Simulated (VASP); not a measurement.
Write the native input for VASP 6.6.1 that does the following.

```yaml
Task: single point
Functional: PBEsol
Dispersion: D3(BJ)
Potentials_or_basis: VASP PAW PBE potentials, release 64 (Ta_sv_GW, N)
Cutoff: 700 eV
k_mesh: 13 × 13 × 12
Occupations: fermi-dirac, width 0.1 eV
Spin: no spin polarisation
Dipole_correction: no
Further_INCAR_settings: ALGO = Normal; EDIFF = 1e-06; NBANDS = 16
```

The structure of TaN lies in POSCAR:

```
TaN
1.0
    2.9040468978      0.0000000000      0.0000000000
   -1.4520234489      2.5149783873      0.0000000000
    0.0000000000      0.0000000000      2.8540522752
Ta N
1 1
Direct
    0.3333333333      0.6666666667      0.5000000000
    0.0000000000      0.0000000000      0.0000000000
```

The input as run:

INCAR

```
PREC = Accurate ; ENCUT = 700
EDIFF = 1E-6 ; ISMEAR = -1
SIGMA = 0.1 ; LREAL = F
LASPH = T ; NELM = 120
ALGO = Normal ; ISIF = 2
LWAVE = F ; LCHARG = F
GGA = PS ; IVDW = 12
NBANDS = 16 ; GGA_COMPAT = F
```

KPOINTS

```
regular mesh
0
Gamma
  13 13 12
```

Potentials or basis: VASP PAW PBE potentials, release 64 (Ta_sv_GW, N).

Command:

```sh
$ cat potpaw_PBE.64/Ta_sv_GW/POTCAR potpaw_PBE.64/N/POTCAR > POTCAR
$ mpirun -np 1 vasp_std > vasp.out
```

It gave:

```
Pressure                   : 0.0 GPa
Band gap on the k mesh     : zero (bands 9 and 10 overlap by 0.33 eV)
Dispersion energy per atom : -0.475 eV
```

Caveat: the PAW data sets were made with another functional, which shifts forces and pressure a little; spin-orbit coupling is left out, which moves the levels of the heavy elements.

Run time: 36 s on 1 thread of Intel(R) Xeon(R) 6975P-C (Granite Rapids), on a shared host, peak memory 0.23 GiB.
